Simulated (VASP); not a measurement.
# Pt (P6_3/mmc) in VASP: further runs

Pt is run at these levels: PBEsol; tasks: single point.

Program: VASP 6.6.1. These are calculated values, not measurements. Logs are shortened: lines on timing, memory, paths and dates and some standing lists are left out, and cuts for length are marked.

**1. The cell of the first run**

Symmetry: P6_3/mmc, No. 194, hexagonal system. Conventional cell: a = 2.761 Å, b = 2.761 Å, c = 4.792 Å, α = 90.00°, β = 90.00°, γ = 120.00°. Pt (site symmetry -6m2) has 12 Pt at 2.76 to 2.88 Å within 3.6 Å.

**2. Single point, PBEsol**

Contents of INCAR:

```
SYSTEM = Pt
  ALGO = Normal
  EDIFF = 1E-7
  ENCUT = 520
  GGA = PS
  ISIF = 2
  ISMEAR = 0
  LASPH = .True.
  LCHARG = .False.
  LREAL = .False.
  LWAVE = .False.
  NBANDS = 17
  NELM = 60
  PREC = Accurate
  SIGMA = 0.15
```

Contents of KPOINTS:

```
k-points
0
Gamma
  18 18 10
  0 0 0
```

Contents of POSCAR:

```
Pt
1.0
    2.7606656158      0.0000000000      0.0000000000
   -1.3803328079      2.3908065546      0.0000000000
    0.0000000000      0.0000000000      4.7921340000
Pt
2
Direct
    0.6666666667      0.3333333333      0.7500000000
    0.3333333333      0.6666666667      0.2500000000
```

Potentials or basis: VASP PAW PBE potentials, release 64 (Pt).

On the command line:

```
> cat potpaw_PBE.64/Pt/POTCAR > POTCAR
> mpirun -np 1 vasp_std > vasp.out
```

OUTCAR:

```text
SYSTEM = Pt
   EDIFF = 1E-7
   ENCUT = 520
   GGA = PS
   ISIF = 2
   ISMEAR = 0
   LASPH = .True.
   LREAL = .False.
   NELM = 60
   PREC = Accurate

 ion  position               nearest neighbor table
   1  0.667  0.333  0.750-   2 2.88   2 2.88   2 2.88   2 2.88   2 2.88   2 2.88
   2  0.333  0.667  0.250-   1 2.88   1 2.88   1 2.88   1 2.88   1 2.88   1 2.88

  LATTYP: Found a hexagonal cell.
 ALAT       =     2.7606656158
 C/A-ratio  =     1.7358618054

  Lattice vectors:

 A1 = (   2.7606656158,   0.0000000000,   0.0000000000)
 A2 = (  -1.3803328079,   2.3908065546,   0.0000000000)
 A3 = (   0.0000000000,   0.0000000000,   4.7921340000)

Analysis of symmetry for initial positions (statically):
=====================================================================
 Subroutine PRICEL returns:
 Original cell was already a primitive cell.

 Routine SETGRP: Setting up the symmetry group for a
 hexagonal supercell.

 Subroutine GETGRP returns: Found 24 space group operations
 (whereof 12 operations were pure point group operations)
 out of a pool of 24 trial point group operations.

The static configuration has the point symmetry D_3d.
 The point group associated with its full space group is D_6h.

Analysis of symmetry for dynamics (positions and initial velocities):
=====================================================================
 Subroutine PRICEL returns:
 Original cell was already a primitive cell.

 Routine SETGRP: Setting up the symmetry group for a
 hexagonal supercell.

 Subroutine GETGRP returns: Found 24 space group operations
 (whereof 12 operations were pure point group operations)
 out of a pool of 24 trial point group operations.

The dynamic configuration has the point symmetry D_3d.
 The point group associated with its full space group is D_6h.

 Subroutine INISYM returns: Found 24 space group operations
 (whereof 12 operations are pure point group operations),
 and found     1 'primitive' translations

----------------------------------------------------------------------------------------

                                     Primitive cell

  volume of cell :      31.6291

  direct lattice vectors                    reciprocal lattice vectors
     2.760665616  0.000000000  0.000000000     0.362231483  0.209134444  0.000000000
    -1.380332808  2.390806555  0.000000000     0.000000000  0.418268888  0.000000000
     0.000000000  0.000000000  4.792134000     0.000000000  0.000000000  0.208675300

  length of vectors
     2.760665616  2.760665616  4.792134000     0.418268888  0.418268888  0.208675300

  position of ions in fractional coordinates (direct lattice)
     0.666666667  0.333333333  0.750000000
     0.333333333  0.666666667  0.250000000

  ion indices of the primitive-cell ions
   primitive index   ion index
                 1           1
                 2           2

----------------------------------------------------------------------------------------

 KPOINTS: k-points

Automatic generation of k-mesh.
 Grid dimensions read from file:
 generate k-points for:   18   18   10

 Generating k-lattice:

  Cartesian coordinates                     Fractional coordinates (reciprocal lattice)
     0.020123971  0.011618580  0.000000000     0.055555556  0.000000000  0.000000000
     0.000000000  0.023237160  0.000000000     0.000000000  0.055555556  0.000000000
     0.000000000  0.000000000  0.020867530     0.000000000  0.000000000  0.100000000

  Length of vectors
     0.023237160  0.023237160  0.020867530

  Shift w.r.t. Gamma in fractional coordinates (k-lattice)
     0.000000000  0.000000000  0.000000000

 Subroutine IBZKPT returns following result:
 ===========================================

 Found    222 irreducible k-points:

 Following reciprocal coordinates:
            Coordinates               Weight
  0.000000  0.000000  0.000000      1.000000
  0.055556 -0.000000  0.000000      6.000000
  0.111111 -0.000000  0.000000      6.000000
  0.166667  0.000000  0.000000      6.000000
  0.222222 -0.000000  0.000000      6.000000
  0.277778  0.000000  0.000000      6.000000
[... 16 lines left out ...]
  0.333333  0.111111  0.000000     12.000000
  0.388889  0.111111  0.000000     12.000000
 [... further k-points ...]
   k-points           NKPTS =    222   k-points in BZ     NKDIM =    222   number of bands    NBANDS=     17
   number of dos      NEDOS =    301   number of ions     NIONS =      2
   total plane-waves  NPLWV =  20736
   dimension x,y,z NGX =    24 NGY =   24 NGZ =   36
   dimension x,y,z NGXF=    48 NGYF=   48 NGZF=   72
   ions per type =               2
   NGX,Y,Z   is equivalent  to a cutoff of  14.45, 14.45, 12.49 a.u.
   NGXF,Y,Z  is equivalent  to a cutoff of  28.91, 28.91, 24.98 a.u.
 SYSTEM =  Pt
   PREC   = accura    normal or accurate (medium, high low for compatibility)
   ISTART =      0    job   : 0-new  1-cont  2-samecut
   ICHARG =      2    charge: 1-file 2-atom 10-const
   ISPIN  =      1    spin polarized calculation?
   LNONCOLLINEAR =      F non collinear calculations
   LSORBIT =      F    spin-orbit coupling
   LASPH  =      T    aspherical Exc in radial PAW
   ENCUT  =  520.0 eV  38.22 Ry    6.18 a.u.   5.13  5.13  8.91*2*pi/ulx,y,z
   NELM   =     60;   NELMIN=  2; NELMDL= -5     # of ELM steps
   EDIFF  = 0.1E-06   stopping-criterion for ELM
   LREAL  =      F    real-space projection
   EDIFFG = 0.1E-05   stopping-criterion for IOM
   NSW    =      0    number of steps for IOM
   IBRION =     -1    ionic relax: 0-MD 1-quasi-New 2-CG
   NFREE  =      0    steps in history (QN), initial steepest desc. (CG)
   ISIF   =      2    stress and relaxation
   ISYM   =      2    0-nonsym 1-usesym 2-fastsym
   POTIM  = 0.5000    time-step for ionic-motion
   TEBEG  =    0.0;   TEEND  =   0.0 temperature during run
   PSTRESS=    0.0 pullay stress
   NELECT =      20.0000    total number of electrons
   NUPDOWN=      -1.0000    fix difference up-down
   EMIN   =  10.00;   EMAX   =-10.00  energy-range for DOS
   EFERMI =   0.00;   METHOD = LEGACY
   ISMEAR =     0;   SIGMA  =   0.15  broadening in eV -4-tet -1-fermi 0-gaus
   EFERMI_NEDOS =   21; number of points for ismear=-14 and -15
   IALGO  =     38    algorithm
   IMIX   =      4    mixing-type and parameters
     AMIX     =   0.40;   BMIX     =  1.00
     AMIX_MAG =   1.60;   BMIX_MAG =  1.00
  volume/ion in A,a.u.               =      15.81       106.72
  Fermi-wavevector in a.u.,A,eV,Ry     =   1.405149  2.655347 26.863944  1.974444
  Thomas-Fermi vector in A             =   2.527639
   LORBIT       =      0    0 simple, 1 ext, 2 COOP (PROOUT), +10 PAW based schemes
   GGA     = PS    functional components
   LHFCALC =     F    Hartree Fock is set to
   AEXX    =    0.0000 exact exchange contribution
   IVDW    =     0    specifies the selected vdW correction
   LEPSILON=     F    determine dielectric tensor
   LRPA    =     F    only Hartree local field effects (RPA)
 non-spin polarized calculation
 Gauss-broadening in eV      SIGMA  =   0.15
  energy-cutoff  :      520.00
  volume of cell :       31.63
 maximum number of plane-waves:       866
 NGX is ok and might be reduce to    24
   NGX = 11   NGY = 11   NGZ = 17

 number of electron      20.0000004 magnetization

 Free energy of the ion-electron system (eV)
  ---------------------------------------------------
  ext. energy  EPLUGINS =         0.00000000
  ---------------------------------------------------
  free energy    TOTEN  =       -13.77037996 eV

  energy without entropy =      -13.72733901  energy(sigma->0) =      -13.74885949

 E-fermi :  10.1782     XC(G=0): -13.3436

 val. band max:       10.1743517316   @ k =   0.2778   0.0000   0.0000
 cond. band min:      10.1793976816   @ k =   0.2222   0.1667   0.4000
 fundamental gap:      0.0050459500
 Fermi energy:        10.1781619383

 k-point     1 :       0.0000    0.0000    0.0000
  band No.  band energies     occupation
      1       0.4302      2.00000
      2       3.0976      2.00000
      3       6.2404      2.00000
      4       6.7589      2.00000
      5       6.7589      2.00000
      6       7.1236      2.00000
[... 9 lines left out ...]
     16      27.4491      0.00000
     17      31.1866      0.00000

 k-point     2 :       0.0556   -0.0000    0.0000
  band No.  band energies     occupation
      1       0.5425      2.00000
      2       3.2018      2.00000
      3       6.2342      2.00000
      4       6.7489      2.00000
      5       6.8446      2.00000
      6       7.0673      2.00000
[... 9 lines left out ...]
     16      27.5967      0.00000
     17      30.4675      0.00000

 k-point     3 :       0.1111   -0.0000    0.0000
  band No.  band energies     occupation
      1       0.8711      2.00000
      2       3.4961      2.00000
      3       6.1569      2.00000
      4       6.7613      2.00000
      5       6.9620      2.00000
      6       7.0979      2.00000
[... 9 lines left out ...]
     16      27.7588      0.00000
     17      29.4308      0.00000

 k-point     4 :       0.1667    0.0000    0.0000
  band No.  band energies     occupation
      1       1.3893      2.00000
      2       3.9100      2.00000
      3       6.0064      2.00000
      4       6.6097      2.00000
      5       6.8562      2.00000
      6       7.1407      2.00000
[... 9 lines left out ...]
     16      27.7628      0.00000
     17      28.0647      0.00000

 k-point     5 :       0.2222   -0.0000    0.0000
  band No.  band energies     occupation
      1       2.0420      2.00000
      2       4.2628      2.00000
      3       5.9762      2.00000
      4       6.1627      2.00000
      5       6.4047      2.00000
      6       7.5717      2.00000
[... 9 lines left out ...]
     16      26.7111      0.00000
     17      28.4392      0.00000

 k-point     6 :       0.2778    0.0000    0.0000
  band No.  band energies     occupation
      1       2.7286      2.00000
      2       4.3276      2.00000
      3       5.5798      2.00000
      4       6.1688      2.00000
      5       6.4094      2.00000
      6       7.4418      2.00000
[... 9 lines left out ...]
     16      25.7904      0.00000
     17      27.9459      0.00000

 k-point     7 :       0.3333    0.0000    0.0000
  band No.  band energies     occupation
      1       3.2952      2.00000
      2       4.1800      2.00000
      3       5.1177      2.00000
      4       6.3099      2.00000
      5       6.8669      2.00000
      6       7.1886      2.00000
[... 9 lines left out ...]
     16      24.9305      0.00000
     17      25.4606      0.00000

 k-point     8 :       0.3889   -0.0000    0.0000
  band No.  band energies     occupation
      1       3.6204      2.00000
      2       4.0004      2.00000
      3       4.7833      2.00000
      4       6.6374      2.00000
      5       6.9918      2.00000
      6       7.1999      2.00000
[... 9 lines left out ...]
     16      23.1063      0.00000
     17      24.2012      0.00000
[... 203 lines left out ...]
      1       1.6928      2.00000
      2       4.1698      2.00000
      3       5.8311      2.00000
      4       6.5876      2.00000
      5       6.6082      2.00000
      6       7.0570      2.00000
[... 9 lines left out ...]
     16      27.5552      0.00000
     17      27.9014      0.00000

 k-point    20 :       0.1667    0.1111    0.0000
  band No.  band energies     occupation
      1       2.3383      2.00000
      2       4.5719      2.00000
      3       5.6613      2.00000
      4       6.0255      2.00000
      5       6.4500      2.00000
      6       7.2200      2.00000
[... 9 lines left out ...]
     16      26.9017      0.00000
     17      28.2150      0.00000

 k-point    21 :       0.2222    0.1111    0.0000
  band No.  band energies     occupation
      1       3.0366      2.00000
      2       4.6718      2.00000
      3       5.5283      2.00000
      4       5.7768      2.00000
      5       6.4333      2.00000
      6       6.9920      2.00000
[... 9 lines left out ...]
     16      26.0138      0.00000
     17      28.1018      0.00000

 k-point    22 :       0.2778    0.1111    0.0000
  band No.  band energies     occupation
      1       3.6332      2.00000
      2       4.5012      2.00000
      3       5.1241      2.00000
      4       6.0656      2.00000
      5       6.7130      2.00000
      6       6.8360      2.00000
[... 9 lines left out ...]
     16      25.2343      0.00000
     17      25.9249      0.00000

 k-point    23 :       0.3333    0.1111    0.0000
  band No.  band energies     occupation
      1       3.9775      2.00000
      2       4.3075      2.00000
      3       4.8274      2.00000
      4       6.4659      2.00000
      5       6.7586      2.00000
      6       7.0920      2.00000
[... 9 lines left out ...]
     16      23.8843      0.00000
     17      24.5514      0.00000

 k-point    24 :       0.3889    0.1111    0.0000
  band No.  band energies     occupation
      1       4.0923      2.00000
      2       4.1836      2.00000
      3       4.6465      2.00000
      4       6.7608      2.00000
      5       6.9229      2.00000
      6       7.0301      2.00000
[... 9 lines left out ...]
     16      22.3705      0.00000
     17      23.9937      0.00000

 [... further k-points ...]
[... 5 lines left out ...]
  --------------------------------------------------------------------------------------
  -------------------------------------------------------------------------------------
  Total       -2.2011950     -2.2011950     -2.2231768      0.0000000     -0.0000000      0.0000000
  in kB     -111.5018057   -111.5018057   -112.6152965      0.0000000     -0.0000000      0.0000000
  external PRESSURE =    -111.8729693 kB  Pullay stress =       0.0000000 kB

 VOLUME and BASIS-vectors are now :
 -----------------------------------------------------------------------------
  energy-cutoff  :      520.00
  volume of cell :       31.63
      direct lattice vectors                 reciprocal lattice vectors
     2.760665616  0.000000000  0.000000000     0.362231483  0.209134444  0.000000000
    -1.380332808  2.390806555  0.000000000     0.000000000  0.418268888  0.000000000
     0.000000000  0.000000000  4.792134000     0.000000000  0.000000000  0.208675300

 POSITION                                       TOTAL-FORCE (eV/Angst)
 -----------------------------------------------------------------------------------
      1.38033      0.79694      3.59410        -0.000000      0.000000      0.000000
     -0.00000      1.59387      1.19803         0.000000     -0.000000      0.000000
 -----------------------------------------------------------------------------------
    total drift:                               -0.000000      0.000000     -0.000000

  FREE ENERGIE OF THE ION-ELECTRON SYSTEM (eV)
  ---------------------------------------------------
  free  energy   TOTEN  =       -13.7703799645 eV

  energy  without entropy=      -13.7273390137  energy(sigma->0) =      -13.74885949
```

Wall time 3.3 min (1 thread of AMD EPYC 7R13, shared host); peak memory 0.2 GiB.

What came out:

- Free energy: -13.7704 eV
- Pressure: -11.2 GPa
- Band gap on the k mesh: zero (band 10 reaches 10.67 eV, above the bottom of band 11 at 9.40 eV)

Levels at points of the mesh, in eV from the Fermi level:
```
           k point  band 8  band 9  band 10  band 11  band 12  band 13
(0.00, 0.00, 0.00)   -1.79   -1.79    -0.78    -0.21    -0.21     4.64
(0.50, 0.00, 0.00)    0.01    0.29     0.49     2.24     3.70     7.21
(0.00, 0.00, 0.50)   -3.41   -0.78    -0.78    -0.78    -0.78    11.86
(0.50, 0.00, 0.50)   -0.86    0.41     0.41     1.66     1.66     6.41
```

Caveat: the PAW data sets were made with another functional, which shifts forces and pressure a little; spin-orbit coupling is left out, which moves the levels of the heavy elements.

**3. Single point, PBEsol**

Contents of INCAR:

```
SYSTEM = Pt
  PREC = Accurate
  ENCUT = 520
  EDIFF = 1E-6
  ISMEAR = 0
  SIGMA = 0.15
  LREAL = .False.
  LASPH = .True.
  NELM = 80
  ALGO = Fast
  ISIF = 2
  LWAVE = .False.
  LCHARG = .False.
  GGA = PS
  NBANDS = 17
```

Contents of KPOINTS:

```
Automatic mesh
0
Gamma
  24 24 12
  0 0 0
```

POSCAR is that of step 2.

Potentials or basis: VASP PAW PBE potentials, release 64 (Pt).

On the command line:

```
> cat potpaw_PBE.64/Pt/POTCAR > POTCAR
> mpirun -np 1 vasp_std > vasp.out
```

Wall time 5 min (1 thread of Intel Xeon 8259CL, shared host); peak memory 0.31 GiB.

It converged, with:

```
Free energy            : -13.7700 eV
Pressure               : -11.2 GPa
Band gap on the k mesh : zero (band 10 reaches 10.67 eV, above the bottom of band 11 at 9.39 eV)
```

Stress tensor (GPa, compression positive):
```
-11.00   0.00   0.00
  0.00 -11.00   0.00
  0.00   0.00 -11.49
```

Levels at points of the mesh, in eV from the Fermi level:
```csv
k point,band 8,band 9,band 10,band 11,band 12,band 13
"(0.00, 0.00, 0.00)",-1.79,-1.79,-0.78,-0.21,-0.21,4.64
"(0.50, 0.00, 0.00)",0.01,0.30,0.50,2.24,3.71,7.21
"(0.00, 0.00, 0.50)",-3.41,-0.78,-0.78,-0.78,-0.78,11.86
"(0.50, 0.00, 0.50)",-0.86,0.41,0.41,1.66,1.66,6.41
```

Caveat: the PAW data sets were made with another functional, which shifts forces and pressure a little; spin-orbit coupling is left out, which moves the levels of the heavy elements.
